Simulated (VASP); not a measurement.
# Ta4Cd (Im-3m) in VASP: a series of runs

The runs below take Ta4Cd through single point, relaxation of cell and atoms, with PBE.

Everything below comes from runs of VASP 6.6.1. Logs are shortened: lines on timing, memory, paths and dates and some standing lists are left out, and cuts for length are marked.

## (1) The cell of the first run

It takes space group Im-3m (No. 229, cubic). The conventional cell has a = 5.626 Å, b = 5.626 Å, c = 5.626 Å, α = 90.00°, β = 90.00°, γ = 90.00°. Ta (site symmetry -3m) has 2 Cd at 2.44 Å and 6 Ta at 2.81 Å within 3.2 Å. Cd (site symmetry m-3m) has 8 Ta at 2.44 Å within 3.2 Å.

The cell was built from a structure type or drawn by symmetry, and may not be a known phase.

## (2) Single point, PBE

File INCAR:

```
PREC     = Accurate       # precision mode
ENCUT    = 520            # plane-wave cutoff, eV
EDIFF    = 1E-6           # SCF threshold, eV
ISMEAR   = 0              # smearing method
SIGMA    = 0.1            # smearing width, eV
LREAL    = False          # projectors in reciprocal space
LASPH    = True           # aspherical terms in the spheres
NELM     = 80             # most SCF steps
ALGO     = Normal         # electronic algorithm
ISIF     = 2              # what is computed and relaxed
LWAVE    = False          # write WAVECAR
LCHARG   = False          # write CHGCAR
GGA      = PE             # functional
NBANDS   = 36             # bands
```

File KPOINTS:

```
Automatic mesh
0
Gamma
  4 4 4
```

File POSCAR:

```
Ta4Cd
1.0
   -2.8128208600      2.8128208600      2.8128208600
    2.8128208600     -2.8128208600      2.8128208600
    2.8128208600      2.8128208600     -2.8128208600
Ta Cd
4 1
Direct
    0.0000000000      0.0000000000      0.5000000000
    0.0000000000      0.5000000000      0.0000000000
    0.5000000000      0.0000000000      0.0000000000
    0.5000000000      0.5000000000      0.5000000000
    0.0000000000      0.0000000000      0.0000000000
```

Potentials or basis: VASP PAW PBE potentials, release 64 (Ta_pv, Cd).

Run with:

```bash
$ cat potpaw_PBE.64/Ta_pv/POTCAR potpaw_PBE.64/Cd/POTCAR > POTCAR
$ mpirun -np 1 vasp_std > vasp.out
```

OUTCAR:

```text
PREC = Accurate
   ENCUT = 520
   EDIFF = 1E-6
   ISMEAR = 0
   LREAL = False
   LASPH = True
   NELM = 80
   ISIF = 2
   GGA = PE

 ion  position               nearest neighbor table
   1  0.000  0.000  0.500-   5 2.44   5 2.44   4 2.81   2 2.81   3 2.81   2 2.81   3 2.81   4 2.81

   2  0.000  0.500  0.000-   5 2.44   5 2.44   4 2.81   1 2.81   3 2.81   1 2.81   4 2.81   3 2.81

   3  0.500  0.000  0.000-   5 2.44   5 2.44   4 2.81   1 2.81   4 2.81   2 2.81   1 2.81   2 2.81

   4  0.500  0.500  0.500-   5 2.44   5 2.44   3 2.81   1 2.81   3 2.81   2 2.81   1 2.81   2 2.81

   5  0.000  0.000  0.000-   1 2.44   2 2.44   3 2.44   4 2.44   1 2.44   2 2.44   3 2.44   4 2.44

  LATTYP: Found a body centered cubic cell.
 ALAT       =     5.6256417200

  Lattice vectors:

 A1 = (  -2.8128208600,   2.8128208600,   2.8128208600)
 A2 = (   2.8128208600,  -2.8128208600,   2.8128208600)
 A3 = (   2.8128208600,   2.8128208600,  -2.8128208600)

Analysis of symmetry for initial positions (statically):
=====================================================================
 Subroutine PRICEL returns:
 Original cell was already a primitive cell.

 Routine SETGRP: Setting up the symmetry group for a
 body centered cubic supercell.

 Subroutine GETGRP returns: Found 48 space group operations
 (whereof 48 operations were pure point group operations)
 out of a pool of 48 trial point group operations.

The static configuration has the point symmetry O_h .

Analysis of symmetry for dynamics (positions and initial velocities):
=====================================================================
 Subroutine PRICEL returns:
 Original cell was already a primitive cell.

 Routine SETGRP: Setting up the symmetry group for a
 body centered cubic supercell.

 Subroutine GETGRP returns: Found 48 space group operations
 (whereof 48 operations were pure point group operations)
 out of a pool of 48 trial point group operations.

The dynamic configuration has the point symmetry O_h .

 Subroutine INISYM returns: Found 48 space group operations
 (whereof 48 operations are pure point group operations),
 and found     1 'primitive' translations

----------------------------------------------------------------------------------------

                                     Primitive cell

  volume of cell :      89.0197

  direct lattice vectors                    reciprocal lattice vectors
    -2.812820860  2.812820860  2.812820860     0.000000000  0.177757499  0.177757499
     2.812820860 -2.812820860  2.812820860     0.177757499  0.000000000  0.177757499
     2.812820860  2.812820860 -2.812820860     0.177757499  0.177757499  0.000000000

  length of vectors
     4.871948642  4.871948642  4.871948642     0.251387065  0.251387065  0.251387065

  position of ions in fractional coordinates (direct lattice)
     0.000000000  0.000000000  0.500000000
     0.000000000  0.500000000  0.000000000
     0.500000000  0.000000000  0.000000000
     0.500000000  0.500000000  0.500000000
     0.000000000  0.000000000  0.000000000

  ion indices of the primitive-cell ions
   primitive index   ion index
                 1           1
                 2           2
                 3           3
                 4           4
                 5           5

----------------------------------------------------------------------------------------

 KPOINTS: Automatic mesh

Automatic generation of k-mesh.
 Grid dimensions read from file:
 generate k-points for:    4    4    4

 Generating k-lattice:

  Cartesian coordinates                     Fractional coordinates (reciprocal lattice)
     0.000000000  0.044439375  0.044439375     0.250000000  0.000000000  0.000000000
     0.044439375  0.000000000  0.044439375     0.000000000  0.250000000  0.000000000
     0.044439375  0.044439375  0.000000000     0.000000000  0.000000000  0.250000000

  Length of vectors
     0.062846766  0.062846766  0.062846766

  Shift w.r.t. Gamma in fractional coordinates (k-lattice)
     0.000000000  0.000000000  0.000000000

 Subroutine IBZKPT returns following result:
 ===========================================

 Found      8 irreducible k-points:

 Following reciprocal coordinates:
            Coordinates               Weight
  0.000000  0.000000  0.000000      1.000000
  0.250000  0.000000  0.000000     12.000000
  0.500000  0.000000  0.000000      6.000000
  0.250000  0.250000  0.000000     24.000000
  0.250000  0.250000  0.250000      2.000000
 -0.250000  0.250000  0.250000      6.000000
  0.500000  0.500000  0.250000     12.000000
  0.500000  0.500000  0.500000      1.000000
   k-points           NKPTS =      8   k-points in BZ     NKDIM =      8   number of bands    NBANDS=     36
   number of dos      NEDOS =    301   number of ions     NIONS =      5
   total plane-waves  NPLWV =  46656
   dimension x,y,z NGX =    36 NGY =   36 NGZ =   36
   dimension x,y,z NGXF=    72 NGYF=   72 NGZF=   72
   ions per type =               4   1
   NGX,Y,Z   is equivalent  to a cutoff of  12.28, 12.28, 12.28 a.u.
   NGXF,Y,Z  is equivalent  to a cutoff of  24.57, 24.57, 24.57 a.u.
 SYSTEM =  unknown system
   PREC   = accura    normal or accurate (medium, high low for compatibility)
   ISTART =      0    job   : 0-new  1-cont  2-samecut
   ICHARG =      2    charge: 1-file 2-atom 10-const
   ISPIN  =      1    spin polarized calculation?
   LNONCOLLINEAR =      F non collinear calculations
   LSORBIT =      F    spin-orbit coupling
   LASPH  =      T    aspherical Exc in radial PAW
   ENCUT  =  520.0 eV  38.22 Ry    6.18 a.u.   9.06  9.06  9.06*2*pi/ulx,y,z
   NELM   =     80;   NELMIN=  2; NELMDL= -5     # of ELM steps
   EDIFF  = 0.1E-05   stopping-criterion for ELM
   LREAL  =      F    real-space projection
   EDIFFG = 0.1E-04   stopping-criterion for IOM
   NSW    =      0    number of steps for IOM
   IBRION =     -1    ionic relax: 0-MD 1-quasi-New 2-CG
   NFREE  =      0    steps in history (QN), initial steepest desc. (CG)
   ISIF   =      2    stress and relaxation
   ISYM   =      2    0-nonsym 1-usesym 2-fastsym
   POTIM  = 0.5000    time-step for ionic-motion
   TEBEG  =    0.0;   TEEND  =   0.0 temperature during run
   PSTRESS=    0.0 pullay stress
   NELECT =      56.0000    total number of electrons
   NUPDOWN=      -1.0000    fix difference up-down
   EMIN   =  10.00;   EMAX   =-10.00  energy-range for DOS
   EFERMI =   0.00;   METHOD = LEGACY
   ISMEAR =     0;   SIGMA  =   0.10  broadening in eV -4-tet -1-fermi 0-gaus
   EFERMI_NEDOS =   21; number of points for ismear=-14 and -15
   IALGO  =     38    algorithm
   IMIX   =      4    mixing-type and parameters
     AMIX     =   0.40;   BMIX     =  1.00
     AMIX_MAG =   1.60;   BMIX_MAG =  1.00
  volume/ion in A,a.u.               =      17.80       120.15
  Fermi-wavevector in a.u.,A,eV,Ry     =   1.402734  2.650784 26.771690  1.967664
  Thomas-Fermi vector in A             =   2.525467
   LORBIT       =      0    0 simple, 1 ext, 2 COOP (PROOUT), +10 PAW based schemes
   GGA     = PE    functional components
   LHFCALC =     F    Hartree Fock is set to
   AEXX    =    0.0000 exact exchange contribution
   IVDW    =     0    specifies the selected vdW correction
   LEPSILON=     F    determine dielectric tensor
   LRPA    =     F    only Hartree local field effects (RPA)
 non-spin polarized calculation
 Gauss-broadening in eV      SIGMA  =   0.10
  energy-cutoff  :      520.00
  volume of cell :       89.02
 maximum number of plane-waves:      2454
   NGX = 19   NGY = 19   NGZ = 19

 number of electron      56.0000022 magnetization

 Free energy of the ion-electron system (eV)
  ---------------------------------------------------
  ext. energy  EPLUGINS =         0.00000000
  ---------------------------------------------------
  free energy    TOTEN  =       -36.54815838 eV

  energy without entropy =      -36.49963025  energy(sigma->0) =      -36.52389432

 E-fermi :   5.6655     XC(G=0): -12.4157

 val. band max:        5.5739813071   @ k =   0.2500   0.2500   0.2500
 cond. band min:       5.6703385368   @ k =   0.2500   0.2500   0.0000
 fundamental gap:      0.0963572297
 Fermi energy:         5.6655121345

 k-point     1 :       0.0000    0.0000    0.0000
  band No.  band energies     occupation
      1     -29.1809      2.00000
      2     -29.1809      2.00000
      3     -29.1809      2.00000
      4     -28.9058      2.00000
      5     -28.9058      2.00000
      6     -28.9058      2.00000
[... 28 lines left out ...]
     35       8.8590      0.00000
     36       9.9618      0.00000

 k-point     2 :       0.2500    0.0000    0.0000
  band No.  band energies     occupation
      1     -29.1710      2.00000
      2     -29.1399      2.00000
      3     -29.0472      2.00000
      4     -28.8480      2.00000
      5     -28.8380      2.00000
      6     -28.7629      2.00000
[... 28 lines left out ...]
     35       9.2925      0.00000
     36       9.4326      0.00000

 k-point     3 :       0.5000    0.0000    0.0000
  band No.  band energies     occupation
      1     -29.1677      2.00000
      2     -29.1098      2.00000
      3     -28.7261      2.00000
      4     -28.6950      2.00000
      5     -28.6949      2.00000
      6     -28.6585      2.00000
[... 28 lines left out ...]
     35       8.2574      0.00000
     36       8.2729      0.00000

 k-point     4 :       0.2500    0.2500    0.0000
  band No.  band energies     occupation
      1     -29.1615      2.00000
      2     -28.9644      2.00000
      3     -28.9559      2.00000
      4     -28.8268      2.00000
      5     -28.6232      2.00000
      6     -28.6021      2.00000
[... 28 lines left out ...]
     35       8.4814      0.00000
     36       8.6506      0.00000

 k-point     5 :       0.2500    0.2500    0.2500
  band No.  band energies     occupation
      1     -28.8740      2.00000
      2     -28.8303      2.00000
      3     -28.8303      2.00000
      4     -28.8303      2.00000
      5     -28.4870      2.00000
      6     -28.4870      2.00000
[... 28 lines left out ...]
     35       7.4028      0.00000
     36       7.5146      0.00000

 k-point     6 :      -0.2500    0.2500    0.2500
  band No.  band energies     occupation
      1     -29.2999      2.00000
      2     -29.0495      2.00000
      3     -29.0495      2.00000
      4     -28.9737      2.00000
      5     -28.6458      2.00000
      6     -28.5655      2.00000
[... 28 lines left out ...]
     35       8.6609      0.00000
     36       8.9434      0.00000

 k-point     7 :       0.5000    0.5000    0.2500
  band No.  band energies     occupation
      1     -29.3495      2.00000
      2     -29.0211      2.00000
      3     -28.9565      2.00000
      4     -28.8892      2.00000
      5     -28.8855      2.00000
      6     -28.8779      2.00000
[... 28 lines left out ...]
     35       8.9157      0.00000
     36       9.8202      0.00000

 k-point     8 :       0.5000    0.5000    0.5000
  band No.  band energies     occupation
      1     -29.4743      2.00000
      2     -29.0405      2.00000
      3     -29.0405      2.00000
      4     -28.9873      2.00000
      5     -28.9873      2.00000
      6     -28.9873      2.00000
[... 28 lines left out ...]
     35       7.5037      0.00000
     36      10.1030      0.00000

------------------------ aborting loop because EDIFF is reached ----------------------------------------

  FORCE on cell =-STRESS in cart. coord.  units (eV):
  Direction    XX          YY          ZZ          XY          YZ          ZX
  --------------------------------------------------------------------------------------
  -------------------------------------------------------------------------------------
  Total       29.5475434     29.5475434     29.5475434      0.0000000     -0.0000000      0.0000000
  in kB      531.7968338    531.7968338    531.7968338      0.0000000     -0.0000000      0.0000000
  external PRESSURE =     531.7968338 kB  Pullay stress =       0.0000000 kB

 VOLUME and BASIS-vectors are now :
 -----------------------------------------------------------------------------
  energy-cutoff  :      520.00
  volume of cell :       89.02
      direct lattice vectors                 reciprocal lattice vectors
    -2.812820860  2.812820860  2.812820860     0.000000000  0.177757499  0.177757499
     2.812820860 -2.812820860  2.812820860     0.177757499  0.000000000  0.177757499
     2.812820860  2.812820860 -2.812820860     0.177757499  0.177757499  0.000000000

 POSITION                                       TOTAL-FORCE (eV/Angst)
 -----------------------------------------------------------------------------------
      1.40641      1.40641     -1.40641         0.000000      0.000000     -0.000000
      1.40641     -1.40641      1.40641        -0.000000     -0.000000     -0.000000
     -1.40641      1.40641      1.40641        -0.000000     -0.000000      0.000000
      1.40641      1.40641      1.40641        -0.000000      0.000000     -0.000000
      0.00000      0.00000      0.00000         0.000000     -0.000000      0.000000
 -----------------------------------------------------------------------------------
    total drift:                               -0.000000     -0.000000      0.000000

  FREE ENERGIE OF THE ION-ELECTRON SYSTEM (eV)
  ---------------------------------------------------
  free  energy   TOTEN  =       -36.5481583819 eV

  energy  without entropy=      -36.4996302493  energy(sigma->0) =      -36.52389432
```

It took 43 s on 1 thread of Intel Xeon 8259CL, shared host; peak memory 0.21 GiB.

Results:

| Quantity | Value |
| --- | --- |
| Free energy | -36.5482 eV |
| Pressure | 53.2 GPa |
| Band gap on the k mesh | zero (bands 28 and 29 overlap by 2.68 eV) |

Levels at points of the mesh, in eV from the Fermi level:
| k point | band 25 | band 26 | band 27 | band 28 | band 29 | band 30 |
| --- | --- | --- | --- | --- | --- | --- |
| (0.00, 0.00, 0.00) | -1.46 | -1.46 | 1.81 | 1.81 | 1.81 | 2.53 |
| (0.50, 0.00, 0.00) | -1.36 | -0.68 | -0.61 | -0.48 | 0.12 | 0.55 |
| (0.50, 0.50, 0.50) | -2.26 | -2.26 | -2.26 | -0.30 | -0.30 | 1.02 |

Caveat: the k points lie up to 0.39 Å⁻¹ apart, too coarse for converged energies and pressures of a metal; spin-orbit coupling is left out, which moves the levels of the heavy elements.

## (3) Single point, PBE

This run uses another cell than the first one, of 22.63 Å³/atom.

File INCAR:

```
  ALGO = Normal
  EDIFF = 1E-6
  ENCUT = 520
  GGA = PE
  ISIF = 2
  ISMEAR = 0
  LASPH = True
  LCHARG = False
  LREAL = False
  LWAVE = False
  NBANDS = 36
  NELM = 100
  PREC = Accurate
  SIGMA = 0.1
```

File KPOINTS:

```
k-points
0
Gamma
  4 4 4
```

Changes to POSCAR since step 2:

```diff
@@ -2,5 +2,5 @@
 1.0
-   -2.8128208600      2.8128208600      2.8128208600
-    2.8128208600     -2.8128208600      2.8128208600
-    2.8128208600      2.8128208600     -2.8128208600
+   -3.0469455873      3.0469455873      3.0469455873
+    3.0469455873     -3.0469455873      3.0469455873
+    3.0469455873      3.0469455873     -3.0469455873
 Ta Cd
```

Potentials or basis: VASP PAW PBE potentials, release 64 (Ta_pv, Cd).

Run with:

```bash
$ cat potpaw_PBE.64/Ta_pv/POTCAR potpaw_PBE.64/Cd/POTCAR > POTCAR
$ mpirun -np 1 vasp_std > vasp.out
```

It took 64 s on 1 thread of Intel Xeon 8259CL, shared host; peak memory 0.25 GiB.

Results (log left out):

| Property | Result |
| --- | --- |
| Free energy | -39.8421 eV |
| Pressure | 0.5 GPa |
| Band gap on the k mesh | zero (bands 28 and 29 overlap by 1.64 eV) |

Levels at points of the mesh, in eV from the Fermi level:
```csv
k point,band 25,band 26,band 27,band 28,band 29,band 30,band 31,band 32
"(0.00, 0.00, 0.00)",-1.29,-1.29,1.05,1.05,1.05,2.07,2.07,2.07
"(0.50, 0.00, 0.00)",-0.97,-0.68,-0.56,-0.11,0.00,0.59,0.65,0.85
"(0.50, 0.50, 0.50)",-1.51,-1.51,-1.51,-0.31,-0.31,0.99,0.99,0.99
```

Caveat: the k points lie up to 0.36 Å⁻¹ apart, too coarse for converged energies and pressures of a metal; spin-orbit coupling is left out, which moves the levels of the heavy elements.

[end of part 1 of 2]
